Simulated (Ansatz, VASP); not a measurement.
Given: the input of a run of VASP 6.6.1 on NbTe.

POSCAR

```
NbTe
1.0
    3.6529280573      0.0000000000      0.0000000000
   -1.8264640286      3.1635284958      0.0000000000
    0.0000000000      0.0000000000      3.6442831093
Te Nb
1 1
Direct
    0.6666666667      0.3333333333      0.0000000000
    0.0000000000      0.0000000000      0.5000000000
```

Contents of INCAR.step1:

```
ALGO = Normal
EDIFF = 1E-4
ENCUT = 520
GGA = PE
ISMEAR = -1
LASPH = True
LCHARG = False
LREAL = False
LWAVE = True
NBANDS = 16
NELM = 60
PREC = Accurate
SIGMA = 0.05
```

INCAR.step2

```
ALGO = Normal
EDIFF = 1E-6
ENCUT = 520
ISIF = 2
ISMEAR = -1
ISTART = 1
LASPH = True
LCHARG = True
LELF = True
LMIXTAU = True
LREAL = False
LVHAR = True
LWAVE = False
METAGGA = R2SCAN
NBANDS = 16
NELM = 60
PREC = Accurate
SIGMA = 0.05
```

Contents of KPOINTS:

```
k-points
0
Gamma
  8 8 7
```

Potentials or basis: VASP PAW PBE potentials, release 64 (Te, Nb_sv).

Command:

```console
$ cat potpaw_PBE.64/Te/POTCAR potpaw_PBE.64/Nb_sv/POTCAR > POTCAR
$ cp INCAR.step1 INCAR
$ mpirun -np 1 vasp_std > vasp.out
$ cp INCAR.step2 INCAR
$ mpirun -np 1 vasp_std > vasp.out
```

Set up the same calculation for Ansatz 0.2.0. Potentials there: Ansatz PAW.

As run (the cutoff follows the program's own potentials):

Contents of input.yaml:

```yaml
crystal:
  lattice:
    - [3.6529280573, 0.0, 0.0]
    - [-1.8264640286, 3.1635284958, 0.0]
    - [0.0, 0.0, 3.6442831093]
  atoms:
    - { symbol: Te, position: [0.6666666667, 0.3333333333, 0.0] }
    - { symbol: Nb, position: [0.0, 0.0, 0.5] }
hamiltonian:
  xc: r2scan
  pseudopotentials: { kind: paw }
kpoints:
  mp_grid: { grid: [8, 8, 7] }
scf:
  occupations: { method: fermi_dirac, width: 0.05 }
output:
  forces: true
  stress: true
  eigenvalues: true
```

Potentials or basis: Ansatz PAW.

Launch:

```console
$ ansatz run input.yaml --threads 2 --pin off --max-ram 5632MiB --backend cpu --events-out ev --progress --plain --runs-dir out
```

Both were run:

|  | VASP | Ansatz | Ansatz less VASP |
| --- | --- | --- | --- |
| gap on the k mesh at the Fermi level (eV) | none | none | - |
| pressure (GPa) | 3.8 | 4.0 | +0.18 |
| traceless stress, the component that is largest in VASP (GPa) | 0.81 | 0.87 | +0.059 |

VASP's potentials were made for PBE, not for r2SCAN. A gap of «none» marks a metal or a gap that the smearing closes. VASP's potentials hold 19 valence electrons a cell and Ansatz's 29, so a difference there can come from the potentials and not from the codes.

Spin-orbit coupling is off throughout.
